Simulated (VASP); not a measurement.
# B (Fd-3m) in VASP: single point with PBE

Aim: the single point of B with PBE.

Everything below comes from runs of VASP 6.6.1. Logs are shortened: lines on timing, memory, paths and dates and some standing lists are left out, and cuts for length are marked.

## 1. The cell of the first run

Symmetry: Fd-3m, No. 227, cubic system. The conventional cell has a = 4.051 Å, b = 4.051 Å, c = 4.051 Å, α = 90.00°, β = 90.00°, γ = 90.00°. B (site symmetry -43m) has 4 B at 1.75 Å within 2.3 Å.

## 2. Single point, PBE

Input file INCAR:

```
SYSTEM = B
PREC = Accurate ; ENCUT = 500
EDIFF = 1E-6 ; ISMEAR = -1
SIGMA = 0.1 ; LREAL = .False.
LASPH = .True. ; NELM = 120
ALGO = Normal ; ISIF = 2
LWAVE = .False. ; LCHARG = .False.
GGA = PE ; NBANDS = 22
GGA_COMPAT = .False.
```

Input file KPOINTS:

```
Automatic mesh
0
Gamma
  2 2 2
  0 0 0
```

Input file POSCAR:

```
B
1.0
    4.0514176300      0.0000000000      0.0000000000
    0.0000000000      4.0514176300      0.0000000000
    0.0000000000      0.0000000000      4.0514176300
B
8
Direct
    0.5000000000      0.5000000000      0.0000000000
    0.0000000000      0.0000000000      0.0000000000
    0.5000000000      0.0000000000      0.5000000000
    0.0000000000      0.5000000000      0.5000000000
    0.7500000000      0.2500000000      0.2500000000
    0.2500000000      0.7500000000      0.2500000000
    0.7500000000      0.7500000000      0.7500000000
    0.2500000000      0.2500000000      0.7500000000
```

Potentials or basis: VASP PAW PBE potentials, release 64 (B).

Launch:

```bash
$ cat potpaw_PBE.64/B/POTCAR > POTCAR
$ mpirun -np 1 vasp_std > vasp.out
```

OUTCAR:

```text
SYSTEM = B
   PREC = Accurate
   ENCUT = 500
   EDIFF = 1E-6
   ISMEAR = -1
   LREAL = .False.
   LASPH = .True.
   NELM = 120
   ISIF = 2
   GGA = PE

 ion  position               nearest neighbor table
   1  0.500  0.500  0.000-   5 1.75   6 1.75   7 1.75   8 1.75
   2  0.000  0.000  0.000-   5 1.75   6 1.75   7 1.75   8 1.75
   3  0.500  0.000  0.500-   5 1.75   6 1.75   7 1.75   8 1.75
   4  0.000  0.500  0.500-   5 1.75   6 1.75   7 1.75   8 1.75
   5  0.750  0.250  0.250-   1 1.75   2 1.75   3 1.75   4 1.75
   6  0.250  0.750  0.250-   1 1.75   2 1.75   3 1.75   4 1.75
   7  0.750  0.750  0.750-   1 1.75   2 1.75   3 1.75   4 1.75
   8  0.250  0.250  0.750-   1 1.75   2 1.75   3 1.75   4 1.75

  LATTYP: Found a simple cubic cell.
 ALAT       =     4.0514176300

  Lattice vectors:

 A1 = (   4.0514176300,   0.0000000000,   0.0000000000)
 A2 = (   0.0000000000,   4.0514176300,   0.0000000000)
 A3 = (   0.0000000000,   0.0000000000,   4.0514176300)

Analysis of symmetry for initial positions (statically):
=====================================================================
 Subroutine PRICEL returns following result:

  LATTYP: Found a face centered cubic cell.
 ALAT       =     4.0514176300

  Lattice vectors:

 A1 = (   2.0257088150,  -2.0257088150,   0.0000000000)
 A2 = (   2.0257088150,   0.0000000000,   2.0257088150)
 A3 = (   0.0000000000,  -2.0257088150,   2.0257088150)

   4 primitive cells build up your supercell.

 Routine SETGRP: Setting up the symmetry group for a
 simple cubic supercell.

 Subroutine GETGRP returns: Found 48 space group operations
 (whereof 24 operations were pure point group operations)
 out of a pool of 48 trial point group operations.

The static configuration has the point symmetry T_d .
 The point group associated with its full space group is O_h .

Analysis of symmetry for dynamics (positions and initial velocities):
=====================================================================
 Subroutine PRICEL returns following result:

  LATTYP: Found a face centered cubic cell.
 ALAT       =     4.0514176300

  Lattice vectors:

 A1 = (   2.0257088150,  -2.0257088150,   0.0000000000)
 A2 = (   2.0257088150,   0.0000000000,   2.0257088150)
 A3 = (   0.0000000000,  -2.0257088150,   2.0257088150)

   4 primitive cells build up your supercell.

 Routine SETGRP: Setting up the symmetry group for a
[... 88 lines left out ...]
   EDIFFG = 0.1E-04   stopping-criterion for IOM
   NSW    =      0    number of steps for IOM
   IBRION =     -1    ionic relax: 0-MD 1-quasi-New 2-CG
   NFREE  =      0    steps in history (QN), initial steepest desc. (CG)
   ISIF   =      2    stress and relaxation
   ISYM   =      2    0-nonsym 1-usesym 2-fastsym
   POTIM  = 0.5000    time-step for ionic-motion
   TEBEG  =    0.0;   TEEND  =   0.0 temperature during run
   PSTRESS=    0.0 pullay stress
   NELECT =      24.0000    total number of electrons
   NUPDOWN=      -1.0000    fix difference up-down
   EMIN   =  10.00;   EMAX   =-10.00  energy-range for DOS
   EFERMI =   0.00;   METHOD = LEGACY
   ISMEAR =    -1;   SIGMA  =   0.10  broadening in eV -4-tet -1-fermi 0-gaus
   EFERMI_NEDOS =   21; number of points for ismear=-14 and -15
   IALGO  =     38    algorithm
   IMIX   =      4    mixing-type and parameters
     AMIX     =   0.40;   BMIX     =  1.00
     AMIX_MAG =   1.60;   BMIX_MAG =  1.00
  volume/ion in A,a.u.               =       8.31        56.10
  Fermi-wavevector in a.u.,A,eV,Ry     =   1.165570  2.202607 18.484230  1.358553
  Thomas-Fermi vector in A             =   2.302094
   LORBIT       =      0    0 simple, 1 ext, 2 COOP (PROOUT), +10 PAW based schemes
   GGA     = PE    functional components
   LHFCALC =     F    Hartree Fock is set to
   AEXX    =    0.0000 exact exchange contribution
   IVDW    =     0    specifies the selected vdW correction
   LEPSILON=     F    determine dielectric tensor
   LRPA    =     F    only Hartree local field effects (RPA)
 non-spin polarized calculation
  energy-cutoff  :      500.00
  volume of cell :       66.50
 maximum number of plane-waves:      1743
 NGX is ok and might be reduce to    30
   NGX = 15   NGY = 15   NGZ = 15

 number of electron      23.9999998 magnetization

 Free energy of the ion-electron system (eV)
  ---------------------------------------------------
  ext. energy  EPLUGINS =         0.00000000
  ---------------------------------------------------
  free energy    TOTEN  =       -46.94871710 eV

  energy without entropy =      -46.66893805  energy(sigma->0) =      -46.80882758

 E-fermi :   4.2887     XC(G=0): -11.2099

 val. band max:        4.2347868686   @ k =   0.5000   0.0000   0.0000
 cond. band min:       4.4059001239   @ k =   0.5000   0.0000   0.0000
 fundamental gap:      0.1711132553
 Fermi energy:         4.2887146363

 k-point     1 :       0.0000    0.0000    0.0000
  band No.  band energies     occupation
      1      -9.1376      2.00000
      2      -2.2245      2.00000
      3      -2.2245      2.00000
      4      -2.2245      2.00000
      5      -2.2245      2.00000
      6      -2.2245      2.00000
[... 89 lines left out ...]
     21      13.9755      0.00000
     22      13.9755      0.00000

------------------------ aborting loop because EDIFF is reached ----------------------------------------

  FORCE on cell =-STRESS in cart. coord.  units (eV):
  Direction    XX          YY          ZZ          XY          YZ          ZX
  --------------------------------------------------------------------------------------
  -------------------------------------------------------------------------------------
  Total       -1.3943722     -1.3943722     -1.3943722      0.0000000      0.0000000     -0.0000000
  in kB      -33.5945066    -33.5945066    -33.5945066      0.0000000      0.0000000     -0.0000000
  external PRESSURE =     -33.5945066 kB  Pullay stress =       0.0000000 kB

 VOLUME and BASIS-vectors are now :
 -----------------------------------------------------------------------------
  energy-cutoff  :      500.00
  volume of cell :       66.50
      direct lattice vectors                 reciprocal lattice vectors
     4.051417630  0.000000000  0.000000000     0.246827183  0.000000000  0.000000000
     0.000000000  4.051417630  0.000000000     0.000000000  0.246827183  0.000000000
     0.000000000  0.000000000  4.051417630     0.000000000  0.000000000  0.246827183

 POSITION                                       TOTAL-FORCE (eV/Angst)
 -----------------------------------------------------------------------------------
      2.02571      2.02571      0.00000         0.000000      0.000000      0.000000
      0.00000      0.00000      0.00000         0.000000     -0.000000      0.000000
      2.02571      0.00000      2.02571        -0.000000     -0.000000     -0.000000
      0.00000      2.02571      2.02571         0.000000     -0.000000      0.000000
      3.03856      1.01285      1.01285        -0.000000     -0.000000     -0.000000
      1.01285      3.03856      1.01285        -0.000000      0.000000     -0.000000
      3.03856      3.03856      3.03856         0.000000      0.000000      0.000000
      1.01285      1.01285      3.03856        -0.000000      0.000000      0.000000
 -----------------------------------------------------------------------------------
    total drift:                                0.000000      0.000000     -0.000000

  FREE ENERGIE OF THE ION-ELECTRON SYSTEM (eV)
  ---------------------------------------------------
  free  energy   TOTEN  =       -46.9487171038 eV

  energy  without entropy=      -46.6689380546  energy(sigma->0) =      -46.80882758
```

OSZICAR:

```text
N       E                     dE             d eps       ncg     rms          rms(c)
DAV:   1     0.312293037356E+02    0.31229E+02   -0.10748E+04   176   0.955E+02
DAV:   2    -0.455452307967E+02   -0.76775E+02   -0.73728E+02   252   0.171E+02
DAV:   3    -0.476603114669E+02   -0.21151E+01   -0.20563E+01   220   0.227E+01
DAV:   4    -0.476719444869E+02   -0.11633E-01   -0.11621E-01   212   0.188E+00
DAV:   5    -0.476720450697E+02   -0.10058E-03   -0.10058E-03   220   0.159E-01    0.579E+00
DAV:   6    -0.471498300223E+02    0.52222E+00   -0.27464E-01   182   0.264E+00    0.348E+00
DAV:   7    -0.469469681854E+02    0.20286E+00   -0.39230E-01   194   0.317E+00    0.452E-01
DAV:   8    -0.469486576239E+02   -0.16894E-02   -0.60054E-03   220   0.438E-01    0.472E-02
DAV:   9    -0.469487025836E+02   -0.44960E-04   -0.11887E-04   194   0.637E-02    0.171E-02
DAV:  10    -0.469487168552E+02   -0.14272E-04   -0.12798E-05   212   0.235E-02    0.221E-03
DAV:  11    -0.469487171038E+02   -0.24855E-06   -0.26886E-07   142   0.309E-03
   1 F= -.46948717E+02 E0= -.46808828E+02  d E =-.279779E+00
```

stdout:

```text
POSCAR found type information on POSCAR B
 POSCAR found :  1 types and       8 ions
 scaLAPACK will be used
 LDA part: xc-table for (Slater+PW92), standard interpolation
 POSCAR, INCAR and KPOINTS ok, starting setup
 FFT: planning ... GRIDC
 FFT: planning ... GRID_SOFT
 FFT: planning ... GRID
 WAVECAR not read
 entering main loop
```

Run time: 12 s. Hardware: 1 thread of Intel Xeon 8259CL, shared host; peak memory 0.15 GiB.

What came out:

```yaml
Free_energy: -46.9487 eV
Pressure: -3.4 GPa
Band_gap_on_the_k_mesh: zero (band 12 reaches 5.43 eV, above the bottom of band 13 at 2.45 eV)
```

Caveat: the k points lie up to 0.78 Å⁻¹ apart.
